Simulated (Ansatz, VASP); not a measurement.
**SnO2: VASP beside Ansatz**

INCAR

```
SYSTEM = SnO2
PREC     = Accurate       ! precision mode
ENCUT    = 520            ! plane-wave cutoff, eV
EDIFF    = 1E-7           ! SCF threshold, eV
ISMEAR   = 0              ! smearing method
SIGMA    = 0.05           ! smearing width, eV
LREAL    = .FALSE.        ! projectors in reciprocal space
LASPH    = .TRUE.         ! aspherical terms in the spheres
NELM     = 60             ! most SCF steps
ALGO     = Normal         ! electronic algorithm
ISIF     = 2              ! what is computed and relaxed
LWAVE    = .FALSE.        ! write WAVECAR
LCHARG   = .FALSE.        ! write CHGCAR
NBANDS   = 35             ! bands
```

KPOINTS

```
Automatic mesh
0
G
  10 10 10
  0 0 0
```

File POSCAR:

```
SnO2
1.0
   -1.9861130355      1.9861130355      5.0901677926
    1.9861130355     -1.9861130355      5.0901677926
    1.9861130355      1.9861130355     -5.0901677926
Sn O
2 4
Direct
    0.7500000000      0.2877622012      0.5377622012
    0.0000000000      0.0377622012      0.0377622012
    0.7969975836      0.7969975836      0.0000000000
    0.9530024164      0.4530024164      0.5000000000
    0.2030024164      0.2030024164      0.0000000000
    0.5469975836      0.0469975836      0.5000000000
```

Input for Ansatz:

```yaml
crystal:
  lattice:
    - [-1.9861130355, 1.9861130355, 5.0901677926]
    - [1.9861130355, -1.9861130355, 5.0901677926]
    - [1.9861130355, 1.9861130355, -5.0901677926]
  atoms:
    - { symbol: Sn, position: [0.75, 0.2877622012, 0.5377622012] }
    - { symbol: Sn, position: [0.0, 0.0377622012, 0.0377622012] }
    - { symbol: O, position: [0.7969975836, 0.7969975836, 0.0] }
    - { symbol: O, position: [0.9530024164, 0.4530024164, 0.5] }
    - { symbol: O, position: [0.2030024164, 0.2030024164, 0.0] }
    - { symbol: O, position: [0.5469975836, 0.0469975836, 0.5] }
basis:
  ecutwfc: 420
kpoints:
  mp_grid: { grid: [10, 10, 10] }
hamiltonian:
  xc: lda
scf:
  occupations: { method: gaussian, width: 0.05 }
output:
  forces: true
  stress: true
  eigenvalues: true
  write_density: true
  write_potential: true
  elf: true
  volumetric_format: npy
```

Change from the starting cell: all Sn atoms moved +0.150 Å, as atom 1 along Cartesian [1 0 0].

Alike in both runs: task single point; functional LDA; k mesh 10 × 10 × 10; occupations gaussian, width 0.05 eV; no spin polarisation.

|  | VASP | Ansatz |
| --- | --- | --- |
| version | VASP 6.6.1 | Ansatz 0.2.0 |
| potentials or method | VASP PAW LDA potentials, release 64 (Sn_d, O), cutoff 520 eV | scalar-relativistic, plane waves, PAW |
| valence electrons in the cell | 52 | 52 |

|  | VASP | Ansatz | Ansatz less VASP |
| --- | --- | --- | --- |
| gap on the k mesh at the Fermi level (eV) | 1.80 | 1.77 | -0.028 |
| least direct gap on the mesh (eV) | 2.12 | 2.09 | -0.030 |
| pressure (GPa) | 3.7 | 2.8 | -0.89 |
| traceless stress, the component that is largest in VASP (GPa) | 6.21 | 6.38 | +0.170 |
| rms of the force components (eV/Å) | 1.336 | 1.305 | -0.0315 |

LDA's correlation is that of Perdew and Zunger in VASP and of Perdew and Wang (1992) in Ansatz. Atom by atom the forces differ by 0.037 eV/Å (rms over components).
